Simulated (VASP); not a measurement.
# ZnO (P4_2/mnm) in VASP: single point with LDA

Aim: the single point of ZnO with LDA.

Everything below comes from runs of VASP 6.6.1. Logs are shortened: lines on timing, memory, paths and dates and some standing lists are left out, and cuts for length are marked.

## 1. The cell of the first run

It takes space group P4_2/mnm (No. 136, tetragonal). Conventional cell: a = 5.518 Å, b = 5.518 Å, c = 3.259 Å, α = 90.00°, β = 90.00°, γ = 90.00°. Zn (site symmetry m2m) has 4 O at 1.94 to 2.01 Å within 2.6 Å. Within 2.6 Å of O (site symmetry m2m) lie 4 Zn at 1.94 to 2.01 Å.

## 2. Single point, LDA

INCAR reads:

```
SYSTEM = ZnO
ALGO = Normal
EDIFF = 1E-6
ENCUT = 520
ISIF = 2
ISMEAR = 0
LASPH = .True.
LCHARG = .False.
LREAL = .False.
LWAVE = .False.
NBANDS = 46
NELM = 100
PREC = Accurate
SIGMA = 0.01
```

KPOINTS reads:

```
k-points
0
Gamma
  4 4 6
  0 0 0
```

POSCAR reads:

```
ZnO
1.0
    5.5175700700      0.0000000000      0.0000000000
    0.0000000000      5.5175700700      0.0000000000
    0.0000000000      0.0000000000      3.2587787700
Zn O
4 4
Direct
    0.1819728408      0.1819728408      0.5000000015
    0.8180271592      0.8180271592      0.5000000015
    0.6819728399      0.3180271601      0.0000000000
    0.3180271601      0.6819728399      0.0000000000
    0.8172472307      0.1827527693      0.5000000015
    0.1827527693      0.8172472307      0.5000000015
    0.6827527702      0.6827527702      0.0000000000
    0.3172472298      0.3172472298      0.0000000000
```

Potentials or basis: VASP PAW LDA potentials, release 64 (Zn, O).

On the command line:

```bash
> cat potpaw_LDA.64/Zn/POTCAR potpaw_LDA.64/O/POTCAR > POTCAR
> mpirun -np 1 vasp_std > vasp.out
```

OUTCAR:

```text
SYSTEM = ZnO
   EDIFF = 1E-6
   ENCUT = 520
   ISIF = 2
   ISMEAR = 0
   LASPH = .True.
   LREAL = .False.
   NELM = 100
   PREC = Accurate

 ion  position               nearest neighbor table
   1  0.182  0.182  0.500-   8 1.94   8 1.94   5 2.01   6 2.01   2 2.84
   2  0.818  0.818  0.500-   7 1.94   7 1.94   5 2.01   6 2.01   1 2.84
   3  0.682  0.318  0.000-   5 1.94   5 1.94   7 2.01   8 2.01   4 2.84
   4  0.318  0.682  0.000-   6 1.94   6 1.94   7 2.01   8 2.01   3 2.84
   5  0.817  0.183  0.500-   3 1.94   3 1.94   1 2.01   2 2.01
   6  0.183  0.817  0.500-   4 1.94   4 1.94   1 2.01   2 2.01
   7  0.683  0.683  0.000-   2 1.94   2 1.94   3 2.01   4 2.01
   8  0.317  0.317  0.000-   1 1.94   1 1.94   3 2.01   4 2.01

  LATTYP: Found a simple tetragonal cell.
 ALAT       =     5.5175700700
 C/A-ratio  =     0.5906184659

  Lattice vectors:

 A1 = (   5.5175700700,   0.0000000000,   0.0000000000)
 A2 = (   0.0000000000,   5.5175700700,   0.0000000000)
 A3 = (   0.0000000000,   0.0000000000,   3.2587787700)

Analysis of symmetry for initial positions (statically):
=====================================================================
 Subroutine PRICEL returns:
 Original cell was already a primitive cell.

 Routine SETGRP: Setting up the symmetry group for a
 simple tetragonal supercell.

 Subroutine GETGRP returns: Found 16 space group operations
 (whereof  8 operations were pure point group operations)
 out of a pool of 16 trial point group operations.

The static configuration has the point symmetry D_2h.
 The point group associated with its full space group is D_4h.

Analysis of symmetry for dynamics (positions and initial velocities):
=====================================================================
 Subroutine PRICEL returns:
 Original cell was already a primitive cell.

 Routine SETGRP: Setting up the symmetry group for a
 simple tetragonal supercell.

 Subroutine GETGRP returns: Found 16 space group operations
 (whereof  8 operations were pure point group operations)
 out of a pool of 16 trial point group operations.

The dynamic configuration has the point symmetry D_2h.
 The point group associated with its full space group is D_4h.

 Subroutine INISYM returns: Found 16 space group operations
 (whereof  8 operations are pure point group operations),
 and found     1 'primitive' translations

----------------------------------------------------------------------------------------

                                     Primitive cell

  volume of cell :      99.2089

  direct lattice vectors                    reciprocal lattice vectors
     5.517570070  0.000000000  0.000000000     0.181239203  0.000000000  0.000000000
     0.000000000  5.517570070  0.000000000     0.000000000  0.181239203  0.000000000
     0.000000000  0.000000000  3.258778770     0.000000000  0.000000000  0.306863420

  length of vectors
     5.517570070  5.517570070  3.258778770     0.181239203  0.181239203  0.306863420

  position of ions in fractional coordinates (direct lattice)
     0.181972841  0.181972841  0.500000001
     0.818027159  0.818027159  0.500000001
     0.681972840  0.318027160  0.000000000
     0.318027160  0.681972840  0.000000000
     0.817247231  0.182752769  0.500000001
     0.182752769  0.817247231  0.500000001
     0.682752770  0.682752770  0.000000000
     0.317247230  0.317247230  0.000000000

  ion indices of the primitive-cell ions
   primitive index   ion index
                 1           1
                 2           2
                 3           3
                 4           4
                 5           5
                 6           6
                 7           7
                 8           8

----------------------------------------------------------------------------------------

 KPOINTS: k-points

Automatic generation of k-mesh.
 Grid dimensions read from file:
 generate k-points for:    4    4    6

 Generating k-lattice:

  Cartesian coordinates                     Fractional coordinates (reciprocal lattice)
     0.045309801  0.000000000  0.000000000     0.250000000  0.000000000  0.000000000
     0.000000000  0.045309801  0.000000000     0.000000000  0.250000000  0.000000000
     0.000000000  0.000000000  0.051143903     0.000000000  0.000000000  0.166666667

  Length of vectors
     0.045309801  0.045309801  0.051143903

  Shift w.r.t. Gamma in fractional coordinates (k-lattice)
     0.000000000  0.000000000  0.000000000

 Subroutine IBZKPT returns following result:
 ===========================================

 Found     24 irreducible k-points:

 Following reciprocal coordinates:
            Coordinates               Weight
  0.000000  0.000000  0.000000      1.000000
  0.250000  0.000000  0.000000      4.000000
  0.500000  0.000000  0.000000      2.000000
  0.250000  0.250000  0.000000      4.000000
  0.500000  0.250000  0.000000      4.000000
  0.500000  0.500000  0.000000      1.000000
[... 16 lines left out ...]
  0.500000  0.250000  0.500000      4.000000
  0.500000  0.500000  0.500000      1.000000
   k-points           NKPTS =     24   k-points in BZ     NKDIM =     24   number of bands    NBANDS=     46
   number of dos      NEDOS =    301   number of ions     NIONS =      8
   total plane-waves  NPLWV =  42336
   dimension x,y,z NGX =    42 NGY =   42 NGZ =   24
   dimension x,y,z NGXF=    84 NGYF=   84 NGZF=   48
   ions per type =               4   4
   NGX,Y,Z   is equivalent  to a cutoff of  12.65, 12.65, 12.24 a.u.
   NGXF,Y,Z  is equivalent  to a cutoff of  25.31, 25.31, 24.49 a.u.
 SYSTEM =  ZnO
   PREC   = accura    normal or accurate (medium, high low for compatibility)
   ISTART =      0    job   : 0-new  1-cont  2-samecut
   ICHARG =      2    charge: 1-file 2-atom 10-const
   ISPIN  =      1    spin polarized calculation?
   LNONCOLLINEAR =      F non collinear calculations
   LSORBIT =      F    spin-orbit coupling
   LASPH  =      T    aspherical Exc in radial PAW
   ENCUT  =  520.0 eV  38.22 Ry    6.18 a.u.  10.26 10.26  6.06*2*pi/ulx,y,z
   NELM   =    100;   NELMIN=  2; NELMDL= -5     # of ELM steps
   EDIFF  = 0.1E-05   stopping-criterion for ELM
   LREAL  =      F    real-space projection
   EDIFFG = 0.1E-04   stopping-criterion for IOM
   NSW    =      0    number of steps for IOM
   IBRION =     -1    ionic relax: 0-MD 1-quasi-New 2-CG
   NFREE  =      0    steps in history (QN), initial steepest desc. (CG)
   ISIF   =      2    stress and relaxation
   ISYM   =      2    0-nonsym 1-usesym 2-fastsym
   POTIM  = 0.5000    time-step for ionic-motion
   TEBEG  =    0.0;   TEEND  =   0.0 temperature during run
   PSTRESS=    0.0 pullay stress
   NELECT =      72.0000    total number of electrons
   NUPDOWN=      -1.0000    fix difference up-down
   EMIN   =  10.00;   EMAX   =-10.00  energy-range for DOS
   EFERMI =   0.00;   METHOD = LEGACY
   ISMEAR =     0;   SIGMA  =   0.01  broadening in eV -4-tet -1-fermi 0-gaus
   EFERMI_NEDOS =   21; number of points for ismear=-14 and -15
   IALGO  =     38    algorithm
   IMIX   =      4    mixing-type and parameters
     AMIX     =   0.40;   BMIX     =  1.00
     AMIX_MAG =   1.60;   BMIX_MAG =  1.00
  volume/ion in A,a.u.               =      12.40        83.69
  Fermi-wavevector in a.u.,A,eV,Ry     =   1.471190  2.780146 29.448455  2.164400
  Thomas-Fermi vector in A             =   2.586356
   LORBIT       =      0    0 simple, 1 ext, 2 COOP (PROOUT), +10 PAW based schemes
   GGA     = CA    functional components
   LHFCALC =     F    Hartree Fock is set to
   AEXX    =    0.0000 exact exchange contribution
   IVDW    =     0    specifies the selected vdW correction
   LEPSILON=     F    determine dielectric tensor
   LRPA    =     F    only Hartree local field effects (RPA)
 non-spin polarized calculation
 Gauss-broadening in eV      SIGMA  =   0.01
  energy-cutoff  :      520.00
  volume of cell :       99.21
 maximum number of plane-waves:      2696
 NGX is ok and might be reduce to    42
   NGX = 21   NGY = 21   NGZ = 13

 number of electron      71.9999982 magnetization

 Free energy of the ion-electron system (eV)
  ---------------------------------------------------
  ext. energy  EPLUGINS =         0.00000000
  ---------------------------------------------------
  free energy    TOTEN  =       -41.95724868 eV

  energy without entropy =      -41.95724868  energy(sigma->0) =      -41.95724868

 E-fermi :   0.7432     XC(G=0): -11.1816

 val. band max:        0.6600857172   @ k =   0.0000   0.0000   0.0000
 cond. band min:       1.4071733283   @ k =   0.0000   0.0000   0.0000
 fundamental gap:      0.7470876111
 Fermi energy:         0.7431817835

 k-point     1 :       0.0000    0.0000    0.0000
  band No.  band energies     occupation
      1     -17.1629      2.00000
      2     -16.4072      2.00000
      3     -16.4072      2.00000
      4     -16.3077      2.00000
      5      -5.7477      2.00000
      6      -5.5178      2.00000
[... 38 lines left out ...]
     45      10.8465      0.00000
     46      12.6847      0.00000

 k-point     2 :       0.2500    0.0000    0.0000
  band No.  band energies     occupation
      1     -17.0740      2.00000
      2     -16.5737      2.00000
      3     -16.3734      2.00000
      4     -16.2691      2.00000
      5      -5.7359      2.00000
      6      -5.5677      2.00000
[... 38 lines left out ...]
     45      11.4684      0.00000
     46      12.0668      0.00000

 k-point     3 :       0.5000    0.0000    0.0000
  band No.  band energies     occupation
      1     -16.8445      2.00000
      2     -16.8445      2.00000
      3     -16.3031      2.00000
      4     -16.3031      2.00000
      5      -5.6687      2.00000
      6      -5.6687      2.00000
[... 1018 lines left out ...]
     45      10.1726      0.00000
     46      10.1726      0.00000

 k-point    24 :       0.5000    0.5000    0.5000
  band No.  band energies     occupation
      1     -16.4530      2.00000
      2     -16.4530      2.00000
      3     -16.1993      2.00000
      4     -16.1993      2.00000
      5      -5.5673      2.00000
      6      -5.5673      2.00000
[... 38 lines left out ...]
     45      10.8605      0.00000
     46      10.8605      0.00000

------------------------ aborting loop because EDIFF is reached ----------------------------------------

  FORCE on cell =-STRESS in cart. coord.  units (eV):
  Direction    XX          YY          ZZ          XY          YZ          ZX
  --------------------------------------------------------------------------------------
  -------------------------------------------------------------------------------------
  Total       -3.1162348     -3.1162348     -3.7663800      0.0000000      0.0000000      0.0000000
  in kB      -50.3257394    -50.3257394    -60.8252812      0.0000000      0.0000000      0.0000000
  external PRESSURE =     -53.8255867 kB  Pullay stress =       0.0000000 kB

 VOLUME and BASIS-vectors are now :
 -----------------------------------------------------------------------------
  energy-cutoff  :      520.00
  volume of cell :       99.21
      direct lattice vectors                 reciprocal lattice vectors
     5.517570070  0.000000000  0.000000000     0.181239203  0.000000000  0.000000000
     0.000000000  5.517570070  0.000000000     0.000000000  0.181239203  0.000000000
     0.000000000  0.000000000  3.258778770     0.000000000  0.000000000  0.306863420

 POSITION                                       TOTAL-FORCE (eV/Angst)
 -----------------------------------------------------------------------------------
      1.00405      1.00405      1.62939        -0.018908     -0.018908      0.000000
      4.51352      4.51352      1.62939         0.018908      0.018908      0.000000
      3.76283      1.75474      0.00000        -0.018908      0.018908      0.000000
      1.75474      3.76283      0.00000         0.018908     -0.018908      0.000000
      4.50922      1.00835      1.62939         0.034920     -0.034920      0.000000
      1.00835      4.50922      1.62939        -0.034920      0.034920      0.000000
      3.76714      3.76714      0.00000        -0.034920     -0.034920      0.000000
      1.75043      1.75043      0.00000         0.034920      0.034920      0.000000
 -----------------------------------------------------------------------------------
    total drift:                                0.000016     -0.000016     -0.000012

  FREE ENERGIE OF THE ION-ELECTRON SYSTEM (eV)
  ---------------------------------------------------
  free  energy   TOTEN  =       -41.9572486844 eV

  energy  without entropy=      -41.9572486844  energy(sigma->0) =      -41.95724868
```

Wall time 97 s (1 thread of AMD EPYC 7R13 (Zen 3), shared host); peak memory 0.18 GiB.

What came out:

```
Free energy            : -41.9572 eV
Pressure               : -5.4 GPa
Largest force          : 0.049 eV/Å
Band gap on the k mesh : 0.75 eV, direct
```

Forces in eV/Å, atoms in the order of the input:
```
Zn  -0.019 -0.019  0.000
Zn   0.019  0.019  0.000
Zn  -0.019  0.019  0.000
Zn   0.019 -0.019  0.000
O    0.035 -0.035  0.000
O   -0.035  0.035  0.000
O   -0.035 -0.035  0.000
O    0.035  0.035  0.000
```
